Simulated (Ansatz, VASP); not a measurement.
# One calculation of AlCo, two programs

```xyz
2
Lattice="2.8519 0.0000 0.0000 0.0000 2.8519 0.0000 0.0000 0.0000 2.8519" Properties=species:S:1:pos:R:3 pbc="T T T"
Al    0.0000    0.0000    0.0000
Co    1.4260    1.4260    1.4260
```

Alike in both runs: task single point; functional PBE; k mesh 12 × 12 × 12; occupations gaussian, width 0.15 eV; no spin polarisation.

|  | VASP | Ansatz |
| --- | --- | --- |
| version | VASP 6.6.1 | Ansatz 0.2.0 |
| potentials or method | VASP PAW PBE potentials, release 64 (Al, Co), cutoff 520 eV | scalar-relativistic, plane waves, PAW |
| valence electrons in the cell | 12 | 20 |

Ansatz gave:

| Item | Value |
| --- | --- |
| gap on the k mesh at the Fermi level (eV) | none |
| pressure (GPa) | 0.1 |

**Question.** Which values does VASP return?

**Answer.** gap on the k mesh at the Fermi level (eV): none; pressure (GPa): 0.0.

A gap of «none» marks a metal or a gap that the smearing closes. VASP's potentials hold 12 valence electrons a cell and Ansatz's 20, so a difference there can come from the potentials and not from the codes.
